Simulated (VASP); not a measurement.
Crystal: Al.

```
Al
1.0
     0.00000    2.97448    2.97448
     2.97448    0.00000    2.97448
     2.97448    2.97448    0.00000
Al
2
Direct
  0.12500 0.12500 0.12500
  0.87500 0.87500 0.87500
```

Program: VASP 6.6.1. Alike in all runs: task single point; level LDA; potentials or basis VASP PAW LDA potentials, release 64 (Al); cell as given; cutoff (eV) 520; smearing fermi-dirac 0.1 eV. Hardware: 1 thread of Intel(R) Xeon(R) 6975P-C (Granite Rapids), with other jobs on the host.

Problem. Order these runs on this cell by their wall time, lowest first.
A. spin off; k mesh 15 × 15 × 15
B. spin off; k mesh 10 × 10 × 10
C. spin non-collinear, zero start, SOC; k mesh 9 × 9 × 9

Solution. B (7.6 s), A (16 s), C (32 s).
